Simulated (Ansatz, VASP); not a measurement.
One calculation of Zr2Br3Cl, two programs

INCAR

```
SYSTEM = Zr2Br3Cl
PREC = Accurate
ENCUT = 600
EDIFF = 1E-6
ISMEAR = 0
SIGMA = 0.1
LREAL = .FALSE.
LASPH = .TRUE.
NELM = 80
ALGO = Normal
ISIF = 3
LWAVE = .FALSE.
LCHARG = .FALSE.
GGA = PE
IBRION = 2
NSW = 90
EDIFFG = -0.04
```

KPOINTS

```
regular mesh
0
G
  4 4 4
  0 0 0
```

The input POSCAR:

```
Zr2Br3Cl
1.0
    3.0088781200     -5.4150509800      0.0000000000
    3.0088781200      5.4150509800      0.0000000000
    0.0000000000      0.0000000000      4.9661756600
Zr Br Cl
2 3 1
Direct
    0.5000000000      0.0000000000      0.5000000000
    0.0000000000      0.5000000000      0.5000000000
    0.6779564000      0.3220436000      0.0000000000
    0.3220436000      0.6779564000      0.0000000000
    0.5000000000      0.5000000000      0.5000000000
    0.0000000000      0.0000000000      0.0000000000
```

Input for Ansatz:

```yaml
crystal:
  lattice:
    - [3.00887812, -5.41505098, 0.0]
    - [3.00887812, 5.41505098, 0.0]
    - [0.0, 0.0, 4.96617566]
  atoms:
    - { symbol: Zr, position: [0.5, 0.0, 0.5] }
    - { symbol: Zr, position: [0.0, 0.5, 0.5] }
    - { symbol: Br, position: [0.6779564, 0.3220436, 0.0] }
    - { symbol: Br, position: [0.3220436, 0.6779564, 0.0] }
    - { symbol: Br, position: [0.5, 0.5, 0.5] }
    - { symbol: Cl, position: [0.0, 0.0, 0.0] }
basis:
  ecutwfc: 420
kpoints:
  mp_grid: { grid: [4, 4, 4] }
hamiltonian:
  xc: pbe
scf:
  occupations: { method: gaussian, width: 0.1 }
  lower_state_search: "off"
output:
  forces: true
  stress: true
  eigenvalues: true
relax:
  adjacent_minimum: "off"
  f_tol: 0.04
  max_steps: 70
  cell: { stress_tol: 0.4 }
```

Change from the starting cell: species swapped into the LaAl2Ag3 type (Cmmm, No. 65).

Alike in both runs: task relaxation of cell and atoms; functional PBE; k mesh 4 × 4 × 4; occupations gaussian, width 0.1 eV; no spin polarisation.

|  | VASP | Ansatz |
| --- | --- | --- |
| version | VASP 6.6.1 | Ansatz 0.2.0 |
| potentials or method | VASP PAW PBE potentials, release 64 (Zr_sv, Br, Cl), cutoff 600 eV | scalar-relativistic, plane waves, PAW |
| valence electrons in the cell | 52 | 52 |

```tsv
	VASP	Ansatz	Ansatz less VASP
gap on the k mesh at the Fermi level, each at its own relaxed structure (eV)	none	none	-
relaxed volume (Å³/atom)	25.66	25.60	-0.063
relaxed length of the cell vector where the two differ most in proportion (Å)	4.687	4.674	-0.0132
```

A gap of «none» marks a metal or a gap that the smearing closes.
